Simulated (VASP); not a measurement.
Runs of VASP 6.6.1 on Ta2N. The structure is that of space group P-3m1 (No. 164), or close to it. The cells are those of the table. 

```csv
cell,gap on the mesh (eV),pressure (GPa),largest force (eV/Å)
"a = 3.101, b = 3.066, c = 4.882 Å, angles 90.0, 90.0, 120.4°, 3 atoms",none,4.9,0.19
"a = 3.101, b = 3.078, c = 4.882 Å, angles 90.0, 90.0, 120.2°, 3 atoms",none,3.4,0.14
"a = 3.101, b = 3.148, c = 4.882 Å, angles 90.0, 90.0, 119.5°, 3 atoms",none,-4.9,0.13
"a = 3.101, b = 3.136, c = 4.882 Å, angles 90.0, 90.0, 119.6°, 3 atoms",none,(a),0.09
"a = 3.101, b = 3.113, c = 4.882 Å, angles 90.0, 90.0, 119.9°, 3 atoms",none,-0.9,0.01
"a = 3.101, b = 3.055, c = 4.882 Å, angles 90.0, 90.0, 120.5°, 3 atoms",none,(d),0.24
"a = 3.101, b = 3.124, c = 4.882 Å, angles 90.0, 90.0, 119.8°, 3 atoms",none,(b),(c)
```

Alike in all rows: task single point; level PBE; potentials or basis VASP PAW PBE potentials, release 64 (Ta_pv, N); no spin polarisation; k mesh 18 × 18 × 10; cutoff (eV) 520; smearing gaussian 0.15 eV.

Task: Fill in the values left out.

Result: (a) -3.6; (b) -2.3; (c) 0.05; (d) 6.5.

Caveats: spin-orbit coupling is left out, which moves the levels of the heavy elements.

A k mesh can miss the band edges, and the runs leave out spin-orbit coupling on Ta.

A gap of «none» marks levels without a gap at the run's occupations.
